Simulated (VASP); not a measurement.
Na: relaxation of cell and atoms with PBE

Na:

```
CELL_PARAMETERS angstrom
0.00000 2.52795 2.52795
2.52795 0.00000 2.52795
2.52795 2.52795 0.00000
ATOMIC_POSITIONS crystal
Na 0.00000 0.00000 0.00000
```

This isn't the form of Na at room conditions, which is bcc.

| Property | Result |
| --- | --- |
| Program | VASP 6.6.1 |
| Task | relaxation of cell and atoms |
| Functional | PBE |
| Potentials or basis | VASP PAW PBE potentials, release 64 (Na_pv) |
| Cutoff | 600 eV |
| k mesh | 13 × 13 × 13 |
| Occupations | fermi-dirac, width 0.08 eV |
| Spin | no spin polarisation |
| Target pressure | 1.4 GPa |
| Dipole correction | no |
| Further INCAR settings | ALGO = Normal; EDIFF = 1e-06; IBRION = 2; EDIFFG = -0.005; NSW = 32; ISIF = 3 |

| Property | Result |
| --- | --- |
| Relaxed volume | 32.26 Å³/atom |
| Relaxed cell | a = 3.573 Å, b = 3.573 Å, c = 3.573 Å, α = 60.00°, β = 60.00°, γ = 60.00° |
| Space group after relaxing (to 0.1 Å) | Fm-3m (No. 225) |
| Energy change on relaxing (the run minimises the enthalpy) | +0.4 meV/atom |
| Ionic steps | 2 |
| Pressure after relaxing | 1.4 GPa |
| Band gap on the k mesh | zero (an odd number of electrons rules out a gap without spin polarisation) |

Step by step:
| step | energy change (eV) | largest force (eV/Å) | pressure (GPa) | volume (Å³) |
| --- | --- | --- | --- | --- |
| 1 | 0.0000 | 0.0000 | 1.35 | 32.31 |
| 2 | 0.0004 | 0.0000 | 1.41 | 32.26 |

Final structure:
```xyz
1
Lattice="0.0000 2.5266 2.5266 2.5266 0.0000 2.5266 2.5266 2.5266 0.0000" Properties=species:S:1:pos:R:3 pbc="T T T"
Na    2.5266    2.5266    0.0000
```

Levels at points of the mesh, in eV from the Fermi level:
```
           k point  band 2  band 3  band 4  band 5  band 6  band 7
(0.00, 0.00, 0.00)  -24.82  -24.82   -3.60   11.95   11.95   11.95
```

Wall time 34 s on 1 thread of Intel Xeon 8259CL (shared host), peak memory 0.17 GiB.

Caveat: the cell is relaxed towards a set pressure, so the run minimises the enthalpy, not the energy.
